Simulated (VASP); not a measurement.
**SiNi3: relaxation of cell and atoms with BLYP**

The system is SiNi3.

```
Ni Si
1.0
     3.54200    0.00000    0.00000
     0.00000    3.54200    0.00000
     0.00000    0.00000    3.54200
Ni Si
3 1
Cartesian
  1.7710 1.7710 0.0000
  1.7710 0.0000 1.7710
  0.0000 1.7710 1.7710
  0.0000 0.0000 0.0000
```

```yaml
Program: VASP 6.6.1
Task: relaxation of cell and atoms
Functional: BLYP
Potentials_or_basis: VASP PAW PBE potentials, release 64 (Ni, Si)
Cutoff: 600 eV
k_mesh: 8 × 8 × 8
Occupations: fermi-dirac, width 0.05 eV
Spin: collinear spin, ferromagnetic start
Starting_moments: "[1.0, 1.0, 1.0, 0.0] μB"
Dipole_correction: no
Further_INCAR_settings: ALGO = Normal; EDIFF = 1e-07; IBRION = 2; EDIFFG = -0.01; NSW = 60; ISIF = 3
```

```yaml
Relaxed_volume: 11.34 Å³/atom
Relaxed_cell: a = 3.566 Å, b = 3.566 Å, c = 3.566 Å, α = 90.00°, β = 90.00°, γ = 90.00°
Space_group_after_relaxing_to_0.1_Å: Pm-3m (No. 221)
Energy_gained_by_relaxing: 2.6 meV/atom
Ionic_steps: 3
Pressure_after_relaxing: 0.0 GPa
Band_gap_on_the_k_mesh: zero (filled and empty bands overlap)
Net_moment: 0.00 μB per cell
Valence_electrons_inside_the_program's_atomic_spheres: Ni 9.41; Si 1.55
```

Step by step:
```csv
step,energy change (eV),largest force (eV/Å),pressure (GPa),volume (Å³)
1,0.0000,0.0000,3.75,44.44
2,-0.0031,0.0000,-2.93,46.13
3,-0.0104,0.0000,-0.02,45.35
```

Final structure:
```yaml
crystal:
  lattice:
    - [3.56600, 0.00000, 0.00000]
    - [0.00000, 3.56600, 0.00000]
    - [0.00000, 0.00000, 3.56600]
  atoms:
    - { symbol: Ni, position: [0.50000, 0.50000, 0.00000] }
    - { symbol: Ni, position: [0.50000, 0.00000, 0.50000] }
    - { symbol: Ni, position: [0.00000, 0.50000, 0.50000] }
    - { symbol: Si, position: [0.00000, 0.00000, 0.00000] }
```

Levels at points of the mesh, in eV from the Fermi level:
Spin up:
```tsv
k point	band 14	band 15	band 16	band 17	band 18	band 19	band 20	band 21
(0.00, 0.00, 0.00)	-0.62	-0.62	-0.31	0.02	0.02	0.02	4.24	6.23
(0.50, 0.00, 0.00)	-1.23	-1.09	-0.56	0.02	3.40	3.40	4.73	5.28
(0.50, 0.50, 0.00)	-1.33	-1.06	-0.94	-0.89	0.60	0.60	5.25	6.20
(0.50, 0.50, 0.50)	-1.18	-1.18	-0.21	-0.21	-0.21	-0.06	0.92	3.83
```
Spin down:
| k point | band 15 | band 16 | band 17 | band 18 | band 19 | band 20 |
| --- | --- | --- | --- | --- | --- | --- |
| (0.00, 0.00, 0.00) | -0.62 | -0.31 | 0.02 | 0.02 | 0.02 | 4.24 |
| (0.50, 0.00, 0.00) | -1.09 | -0.56 | 0.02 | 3.40 | 3.40 | 4.73 |
| (0.50, 0.50, 0.00) | -1.06 | -0.94 | -0.89 | 0.60 | 0.60 | 5.25 |
| (0.50, 0.50, 0.50) | -1.18 | -0.21 | -0.21 | -0.21 | -0.06 | 0.92 |

It took 3.6 min on 1 thread of Oxide Virtual Turin-like Processor (shared host), peak memory 0.18 GiB.

Caveat: the moments typed at the start vanished in this run; the PAW data sets were made with another functional, which shifts forces and pressure a little. BLYP gives volumes clearly too large for solids.
